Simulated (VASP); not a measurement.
**W: single point with PBEsol**

W:

```
CELL_PARAMETERS angstrom
0.00000 2.24391 1.58644
2.24391 0.00000 1.58644
2.24391 2.24391 0.00000
ATOMIC_POSITIONS crystal
W 0.00000 0.00000 0.00000
```

This cell differs from its parent crystal: ratio of the length along z to the lengths across it x 0.707, volume and fractional coordinates fixed.

```json
{"Program": "VASP 6.6.1", "Task": "single point", "Functional": "PBEsol", "Potentials or basis": "VASP PAW PBE potentials, release 64 (W_sv)", "Cutoff": "520 eV", "k mesh": "28 × 28 × 28", "Occupations": "gaussian, width 0.15 eV", "Spin": "no spin polarisation", "Dipole correction": "no", "Further INCAR settings": "ALGO = Fast; EDIFF = 1e-07; NBANDS = 13"}
```

```
Pressure               : -5.1 GPa
Band gap on the k mesh : zero (bands 7 and 8 overlap by 6.34 eV)
```

Levels at points of the mesh, in eV from the Fermi level:
| k point | band 4 | band 5 | band 6 | band 7 | band 8 | band 9 | band 10 | band 11 |
| --- | --- | --- | --- | --- | --- | --- | --- | --- |
| (0.00, 0.00, 0.00) | -37.76 | -9.64 | -1.25 | -1.25 | -1.25 | 2.18 | 2.19 | 14.49 |
| (0.50, 0.00, 0.00) | -37.76 | -6.27 | -3.57 | 0.64 | 2.08 | 3.05 | 6.07 | 10.91 |
| (0.50, 0.50, 0.00) | -38.64 | -5.82 | -5.82 | 5.09 | 5.09 | 5.09 | 8.16 | 8.16 |
| (0.50, 0.00, 0.50) | -37.76 | -6.27 | -3.57 | 0.64 | 2.08 | 3.05 | 6.06 | 10.91 |

Wall time 2.4 min on 1 thread of Intel(R) Xeon(R) 6975P-C (Granite Rapids) (shared host), peak memory 0.41 GiB.

Caveat: the cell stands under tension; the PAW data sets were made with another functional, which shifts forces and pressure a little; spin-orbit coupling is left out, which moves the levels of the heavy elements.
